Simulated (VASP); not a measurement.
The system is Ti2Re2Pb.

```
Ti Re Pb
1.0
    -2.02257    2.02257    5.30675
     2.02257   -2.02257    5.30675
     2.02257    2.02257   -5.30675
Ti Re Pb
2 2 1
Direct
  0.62600 0.62600 0.00000
  0.37400 0.37400 0.00000
  0.25000 0.75000 0.50000
  0.75000 0.25000 0.50000
  0.00000 0.00000 0.00000
```

| Item | Value |
| --- | --- |
| Program | VASP 6.6.1 |
| Task | relaxation of cell and atoms |
| Functional | PBE |
| Potentials or basis | VASP PAW PBE potentials, release 64 (Ti_sv, Re, Pb_d) |
| Cutoff | 600 eV |
| k mesh | 6 × 6 × 6 |
| Occupations | gaussian, width 0.1 eV |
| Spin | no spin polarisation |

At the start: pressure 21.9 GPa; volume 17.37 Å³/atom.

How do energy, volume and symmetry change on relaxing?

Over 17 steps the energy falls by 381.4 meV/atom and the volume is 19.58 Å³/atom (+12.7 %); space group I4/mmm (No. 139, to 0.1 Å) before and after.

The path:
| step | energy change (eV) | largest force (eV/Å) | pressure (GPa) | volume (Å³) |
| --- | --- | --- | --- | --- |
| 1 | 0.0000 | 2.6394 | 21.90 | 86.84 |
| 2 | 0.9517 | 2.7629 | -18.93 | 120.17 |
| 3 | -0.8303 | 0.2789 | -1.90 | 98.61 |
| 4 | -0.8336 | 0.1563 | -0.93 | 97.95 |
| 5 | -1.0804 | 0.0361 | -1.02 | 98.64 |
| 6 | -1.6445 | 0.9800 | 0.26 | 99.32 |
| 7 | -1.5826 | 0.9338 | 10.42 | 95.22 |
| 8 | -1.8252 | 0.9219 | 3.10 | 97.92 |
| 9 | -1.8231 | 0.9364 | 4.16 | 97.43 |
| 10 | -1.6834 | 0.4429 | -8.09 | 106.16 |
| 11 | -1.8713 | 0.3571 | -0.72 | 100.34 |
| 12 | -1.8715 | 0.3833 | -0.48 | 100.16 |
| 13 | -1.8716 | 0.3938 | -0.38 | 100.09 |
| 14 | -1.8861 | 0.3255 | -0.10 | 99.43 |
| 15 | -1.9056 | 0.0847 | 0.86 | 97.48 |
| 16 | -1.8938 | 0.2558 | -2.36 | 99.14 |
| 17 | -1.9072 | 0.0066 | -0.02 | 97.90 |

Final structure:
```xyz
5
Lattice="-1.8006 1.8006 7.5489 1.8006 -1.8006 7.5489 1.8006 1.8006 -7.5489" Properties=species:S:1:pos:R:3 pbc="T T T"
Ti    0.0000    0.0000    9.2623
Ti    0.0000    0.0000    5.8355
Re    1.8006    0.0000    3.7744
Re    0.0000    1.8006    3.7744
Pb    0.0000    0.0000    0.0000
```

Caveat: a cell axis changed by over 15 % at a fixed basis, so the end point is rough.
